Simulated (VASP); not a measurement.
# La (P6_3/mmc) in VASP: notebook, part 2 of 2

VASP 6.6.1. The steps go on from the part before.

## (4) Relaxation of cell and atoms, PBE, target pressure 15 GPa, at which the enthalpy is minimised

This run uses another cell than the first one: it holds 2 atoms, not 4.

The input, INCAR:

```
ALGO = Normal
EDIFF = 1E-7
EDIFFG = -0.005
ENCUT = 600
GGA = PE
IBRION = 2
ISIF = 3
ISMEAR = -1
LASPH = True
LCHARG = False
LREAL = False
LWAVE = False
NELM = 100
NSW = 32
PREC = Accurate
PSTRESS = 150.0
SIGMA = 0.1
```

The input, KPOINTS:

```
k-points
0
Gamma
  13 13 7
```

The input, POSCAR:

```
La
1.0
    3.2949155472      0.0000000000      0.0000000000
   -1.6474577736      2.8534805672      0.0000000000
    0.0000000000      0.0000000000      5.4876392668
La
2
Direct
    0.3333333333      0.6666666667      0.2500000000
    0.6666666667      0.3333333333      0.7500000000
```

Potentials or basis: VASP PAW PBE potentials, release 64 (La).

Started as:

```
$ cat potpaw_PBE.64/La/POTCAR > POTCAR
$ mpirun -np 1 vasp_std > vasp.out
```

OUTCAR:

```text
EDIFF = 1E-7
   EDIFFG = -0.005
   ENCUT = 600
   GGA = PE
   IBRION = 2
   ISIF = 3
   ISMEAR = -1
   LASPH = True
   LREAL = False
   NELM = 100
   NSW = 32
   PREC = Accurate
   PSTRESS = 150.0

 ion  position               nearest neighbor table
   1  0.333  0.667  0.250-   2 3.34   2 3.34   2 3.34   2 3.34   2 3.34   2 3.34
   2  0.667  0.333  0.750-   1 3.34   1 3.34   1 3.34   1 3.34   1 3.34   1 3.34

  LATTYP: Found a hexagonal cell.
 ALAT       =     3.2949155472
 C/A-ratio  =     1.6654870780

  Lattice vectors:

 A1 = (   3.2949155472,   0.0000000000,   0.0000000000)
 A2 = (  -1.6474577736,   2.8534805672,   0.0000000000)
 A3 = (   0.0000000000,   0.0000000000,   5.4876392668)

Analysis of symmetry for initial positions (statically):
=====================================================================
 Subroutine PRICEL returns:
 Original cell was already a primitive cell.

 Routine SETGRP: Setting up the symmetry group for a
 hexagonal supercell.

 Subroutine GETGRP returns: Found 24 space group operations
 (whereof 12 operations were pure point group operations)
 out of a pool of 24 trial point group operations.

The static configuration has the point symmetry D_3d.
 The point group associated with its full space group is D_6h.

Analysis of symmetry for dynamics (positions and initial velocities):
=====================================================================
 Subroutine PRICEL returns:
 Original cell was already a primitive cell.

 Routine SETGRP: Setting up the symmetry group for a
 hexagonal supercell.

 Subroutine GETGRP returns: Found 24 space group operations
 (whereof 12 operations were pure point group operations)
 out of a pool of 24 trial point group operations.

The dynamic configuration has the point symmetry D_3d.
 The point group associated with its full space group is D_6h.

 Subroutine INISYM returns: Found 24 space group operations
 (whereof 12 operations are pure point group operations),
 and found     1 'primitive' translations

----------------------------------------------------------------------------------------

                                     Primitive cell

  volume of cell :      51.5947

  direct lattice vectors                    reciprocal lattice vectors
     3.294915547  0.000000000  0.000000000     0.303497915  0.175224603  0.000000000
    -1.647457774  2.853480567  0.000000000     0.000000000  0.350449206  0.000000000
     0.000000000  0.000000000  5.487639267     0.000000000  0.000000000  0.182227721

  length of vectors
     3.294915547  3.294915547  5.487639267     0.350449206  0.350449206  0.182227721

  position of ions in fractional coordinates (direct lattice)
     0.333333333  0.666666667  0.250000000
     0.666666667  0.333333333  0.750000000

  ion indices of the primitive-cell ions
   primitive index   ion index
                 1           1
                 2           2

----------------------------------------------------------------------------------------

 KPOINTS: k-points
[... 50 lines left out ...]
   k-points           NKPTS =     84   k-points in BZ     NKDIM =     84   number of bands    NBANDS=     15
   number of dos      NEDOS =    301   number of ions     NIONS =      2
   total plane-waves  NPLWV =  37632
   dimension x,y,z NGX =    28 NGY =   28 NGZ =   48
   dimension x,y,z NGXF=    56 NGYF=   56 NGZF=   96
   ions per type =               2
   NGX,Y,Z   is equivalent  to a cutoff of  14.13, 14.13, 14.54 a.u.
   NGXF,Y,Z  is equivalent  to a cutoff of  28.25, 28.25, 29.08 a.u.
 SYSTEM =  unknown system
   PREC   = accura    normal or accurate (medium, high low for compatibility)
   ISTART =      0    job   : 0-new  1-cont  2-samecut
   ICHARG =      2    charge: 1-file 2-atom 10-const
   ISPIN  =      1    spin polarized calculation?
   LNONCOLLINEAR =      F non collinear calculations
   LSORBIT =      F    spin-orbit coupling
   LASPH  =      T    aspherical Exc in radial PAW
   ENCUT  =  600.0 eV  44.10 Ry    6.64 a.u.   6.58  6.58 10.96*2*pi/ulx,y,z
   NELM   =    100;   NELMIN=  2; NELMDL= -5     # of ELM steps
   EDIFF  = 0.1E-06   stopping-criterion for ELM
   LREAL  =      F    real-space projection
   EDIFFG = -.5E-02   stopping-criterion for IOM
   NSW    =     32    number of steps for IOM
   IBRION =      2    ionic relax: 0-MD 1-quasi-New 2-CG
   NFREE  =      1    steps in history (QN), initial steepest desc. (CG)
   ISIF   =      3    stress and relaxation
   ISYM   =      2    0-nonsym 1-usesym 2-fastsym
   POTIM  = 0.5000    time-step for ionic-motion
   TEBEG  =    0.0;   TEEND  =   0.0 temperature during run
   PSTRESS=  150.0 pullay stress
   NELECT =      22.0000    total number of electrons
   NUPDOWN=      -1.0000    fix difference up-down
   EMIN   =  10.00;   EMAX   =-10.00  energy-range for DOS
   EFERMI =   0.00;   METHOD = LEGACY
   ISMEAR =    -1;   SIGMA  =   0.10  broadening in eV -4-tet -1-fermi 0-gaus
   EFERMI_NEDOS =   21; number of points for ismear=-14 and -15
   IALGO  =     38    algorithm
   IMIX   =      4    mixing-type and parameters
     AMIX     =   0.40;   BMIX     =  1.00
     AMIX_MAG =   1.60;   BMIX_MAG =  1.00
  volume/ion in A,a.u.               =      25.80       174.09
  Fermi-wavevector in a.u.,A,eV,Ry     =   1.232199  2.328518 20.657917  1.518314
  Thomas-Fermi vector in A             =   2.366978
   LORBIT       =      0    0 simple, 1 ext, 2 COOP (PROOUT), +10 PAW based schemes
   GGA     = PE    functional components
   LHFCALC =     F    Hartree Fock is set to
   AEXX    =    0.0000 exact exchange contribution
   IVDW    =     0    specifies the selected vdW correction
   LEPSILON=     F    determine dielectric tensor
   LRPA    =     F    only Hartree local field effects (RPA)
 conjugate gradient relaxation of ions
 non-spin polarized calculation
  energy-cutoff  :      600.00
  volume of cell :       51.59
 maximum number of plane-waves:      1761
 NGX is ok and might be reduce to    28

--------------------------------------- Ionic step        1  -------------------------------------------

 number of electron      22.0000000 magnetization

 Free energy of the ion-electron system (eV)
  ---------------------------------------------------
  ext. energy  EPLUGINS =         0.00000000
  ---------------------------------------------------
  free energy    TOTEN  =        -8.88058794 eV

  energy without entropy =       -8.79478735  energy(sigma->0) =       -8.83768765

------------------------ aborting loop because EDIFF is reached ----------------------------------------

  FORCE on cell =-STRESS in cart. coord.  units (eV):
  Direction    XX          YY          ZZ          XY          YZ          ZX
  --------------------------------------------------------------------------------------
  -------------------------------------------------------------------------------------
  Total        4.8524496      4.8524496      4.8778887      0.0000000      0.0000000      0.0000000
  in kB      150.6839021    150.6839021    151.4738662      0.0000000      0.0000000      0.0000000
  external PRESSURE =       0.9472235 kB  Pullay stress =     150.0000000 kB
[... 63 lines left out ...]
--------------------------------------- Ionic step        3  -------------------------------------------

 number of electron      22.0000000 magnetization

 Free energy of the ion-electron system (eV)
  ---------------------------------------------------
  ext. energy  EPLUGINS =         0.00000000
  ---------------------------------------------------
  free energy    TOTEN  =        -8.88816989 eV

  energy without entropy =       -8.80227491  energy(sigma->0) =       -8.84522240

 E-fermi :  11.9679     XC(G=0): -11.1430

 val. band max:       11.9661142082   @ k =   0.3077   0.1538   0.4286
 cond. band min:      11.9696997701   @ k =   0.1538   0.1538   0.1429
 fundamental gap:      0.0035855619
 Fermi energy:        11.9678555422

 k-point     1 :       0.0000    0.0000    0.0000
  band No.  band energies     occupation
      1     -20.8234      2.00000
      2     -20.1287      2.00000
      3      -6.1024      2.00000
      4      -2.9173      2.00000
      5      -2.9173      2.00000
      6      -2.6137      2.00000
      7      -2.5020      2.00000
      8      -2.5020      2.00000
      9       9.6509      2.00000
     10       9.9138      2.00000
     11      12.8480      0.00030
     12      13.4981      0.00000
     13      13.4981      0.00000
     14      13.7578      0.00000
[... 401 lines left out ...]
      2     -20.0852      2.00000
      3      -5.7514      2.00000
      4      -3.6391      2.00000
      5      -3.3453      2.00000
      6      -3.1119      2.00000
      7      -2.7775      2.00000
      8      -2.6270      2.00000
      9      10.5686      2.00000
     10      10.8264      1.99998
     11      12.1056      0.40299
     12      12.7758      0.00062
     13      12.8095      0.00044
     14      13.7504      0.00000
     15      13.8198      0.00000

 [... further k-points ...]
[... 5 lines left out ...]
  --------------------------------------------------------------------------------------
  -------------------------------------------------------------------------------------
  Total        4.8332228      4.8332228      4.8442851      0.0000000      0.0000000      0.0000000
  in kB      149.8524898    149.8524898    150.1954747      0.0000000      0.0000000      0.0000000
  external PRESSURE =      -0.0331819 kB  Pullay stress =     150.0000000 kB
[... 21 lines left out ...]
  energy  without entropy=       -8.8022749051  energy(sigma->0) =       -8.84522240

  enthalpy is  TOTEN    =        -4.0501894433 eV   P V=        4.8379804464

 reached required accuracy - stopping structural energy minimisation
```

CONTCAR:

```text
La
   1.00000000000000
     3.2961551130880187    0.0000000000000000    0.0000000000000000
    -1.6480775565440093    2.8545540627487713    0.0000000000000000
     0.0000000000000000    0.0000000000000000    5.4920883956431910
  La
     2
Direct
     0.3333333332999970    0.6666666667000030    0.2500000000000000
     0.6666666667000030    0.3333333332999970    0.7500000000000000

  0.00000000E+00  0.00000000E+00  0.00000000E+00
  0.00000000E+00  0.00000000E+00  0.00000000E+00
```

Wall time 2.1 min (1 thread of Intel Xeon 6975P-C (Granite Rapids), shared host); peak memory 0.25 GiB.

Results:

```
Free energy                                                : -8.8882 eV
Relaxed volume                                             : 25.84 Å³/atom
Relaxed cell                                               : a = 3.296 Å, b = 3.296 Å, c = 5.492 Å, α = 90.00°, β = 90.00°, γ = 120.00°
Space group after relaxing (to 0.1 Å)                      : P6_3/mmc (No. 194)
Energy change on relaxing (the run minimises the enthalpy) : -3.8 meV/atom
Ionic steps                                                : 3
Pressure after relaxing                                    : 15.0 GPa
Band gap on the k mesh                                     : zero (bands 11 and 12 overlap by 1.79 eV)
```

The path:
```
step  energy change (eV)  largest force (eV/Å)  pressure (GPa)  volume (Å³)
   1              0.0000                0.0000           15.09        51.59
   2             -0.0107                0.0000           14.95        51.71
   3             -0.0076                0.0000           15.00        51.68
```

Final structure:
```
CELL_PARAMETERS angstrom
3.29616 0.00000 0.00000
-1.64808 2.85455 0.00000
0.00000 0.00000 5.49209
ATOMIC_POSITIONS crystal
La 0.33333 0.66667 0.25000
La 0.66667 0.33333 0.75000
```

Levels at points of the mesh, in eV from the Fermi level:
```tsv
k point	band 7	band 8	band 9	band 10	band 11	band 12	band 13	band 14	band 15
(0.00, 0.00, 0.00)	-14.47	-14.47	-2.32	-2.05	0.88	1.53	1.53	1.79	1.95
```

Caveat: the cell is relaxed towards a set pressure, so the run minimises the enthalpy, not the energy; spin-orbit coupling is left out, which moves the levels of the heavy elements.

## (5) Relaxation of cell and atoms, PBE, target pressure 15 GPa, at which the enthalpy is minimised

This run uses another cell than the first one: it holds 2 atoms, not 4.

The input, INCAR:

```
SYSTEM = La
PREC = Accurate ; ENCUT = 600
EDIFF = 1E-6 ; ISMEAR = -1
SIGMA = 0.1 ; LREAL = .False.
LASPH = .True. ; NELM = 80
ALGO = Normal ; ISIF = 3
LWAVE = .False. ; LCHARG = .False.
GGA = PE ; IBRION = 2
NSW = 60 ; EDIFFG = -0.005
PSTRESS = 150.0
```

The input, KPOINTS:

```
Automatic mesh
0
Gamma
  13 13 7
  0 0 0
```

The input, POSCAR:

```
La
1.0
    3.3465614937      0.0000000000      0.0000000000
   -1.6732807468      2.8982072688      0.0000000000
    0.0000000000      0.0000000000      5.4214296197
La
2
Direct
    0.3333333333      0.6666666667      0.2500000000
    0.6666666667      0.3333333333      0.7500000000
```

Started as:

```
$ cat potpaw_PBE.64/La/POTCAR > POTCAR
$ mpirun -np 1 vasp_std > vasp.out
```

Wall time 2.9 min (1 thread of Intel Xeon 6975P-C (Granite Rapids), shared host); peak memory 0.25 GiB.

The run converged. Its results:

```yaml
Free_energy: -8.8876 eV
Relaxed_volume: 25.83 Å³/atom
Relaxed_cell: a = 3.295 Å, b = 3.295 Å, c = 5.494 Å, α = 90.00°, β = 90.00°, γ = 120.00°
Space_group_after_relaxing_to_0.1_Å: P6_3/mmc (No. 194)
Energy_change_on_relaxing_the_run_minimises_the_enthalpy: +37.5 meV/atom
Ionic_steps: 5
Pressure_after_relaxing: 15.0 GPa
Band_gap_on_the_k_mesh: zero (bands 11 and 12 overlap by 1.79 eV)
```

Step by step:
| step | energy change (eV) | largest force (eV/Å) | pressure (GPa) | volume (Å³) |
| --- | --- | --- | --- | --- |
| 1 | 0.0000 | 0.0000 | 14.03 | 52.58 |
| 2 | 0.1040 | 0.0000 | 15.40 | 51.37 |
| 3 | 0.1084 | 0.0000 | 15.45 | 51.32 |
| 4 | 0.0731 | 0.0000 | 14.97 | 51.69 |
| 5 | 0.0751 | 0.0000 | 15.01 | 51.67 |

Final structure:
```
La
1.0
     3.29535    0.00000    0.00000
    -1.64767    2.85385    0.00000
     0.00000    0.00000    5.49393
La
2
Direct
  0.33333 0.66667 0.25000
  0.66667 0.33333 0.75000
```

Levels at points of the mesh, in eV from the Fermi level:
```
           k point  band 9  band 10  band 11  band 12  band 13  band 14
(0.00, 0.00, 0.00)   -2.32    -2.05     0.88     1.53     1.53     1.79
```

Caveat: the cell is relaxed towards a set pressure, so the run minimises the enthalpy, not the energy; spin-orbit coupling is left out, which moves the levels of the heavy elements.

## (6) The runs side by side

```tsv
task	cell	k mesh	cutoff (eV)	gap on the mesh (eV)	pressure (GPa)
relaxation of cell and atoms	relaxed to 15 GPa from a = 3.343, b = 3.343, c = 10.865 Å, angles 90.0, 90.0, 120.0°, 4 atoms, atomic positions A	11 × 11 × 3	600	none	15.0
single point	a = 3.338, b = 3.338, c = 10.738 Å, angles 90.0, 90.0, 120.0°, 4 atoms, atomic positions A	11 × 11 × 3	520	none	15.1
relaxation of cell and atoms	relaxed to 15 GPa from a = 3.295, b = 3.295, c = 5.488 Å, angles 90.0, 90.0, 120.0°, 2 atoms, atomic positions B	13 × 13 × 7	600	none	15.0
relaxation of cell and atoms	relaxed to 15 GPa from a = 3.347, b = 3.347, c = 5.421 Å, angles 90.0, 90.0, 120.0°, 2 atoms, atomic positions B	13 × 13 × 7	600	none	15.0
```

Alike in all rows: level PBE; potentials or basis VASP PAW PBE potentials, release 64 (La); no spin polarisation; smearing fermi-dirac 0.1 eV.

Caveats: spin-orbit coupling is left out, which moves the levels of the heavy elements; the cell is relaxed towards a set pressure, so the run minimises the enthalpy, not the energy (at least some runs); the cell stands under pressure (at least some runs).

Total energies depend on the potentials used, so only differences within one code and one set of settings carry meaning.

The gap in the log of VASP goes by the Fermi energy; the results here count the filled bands.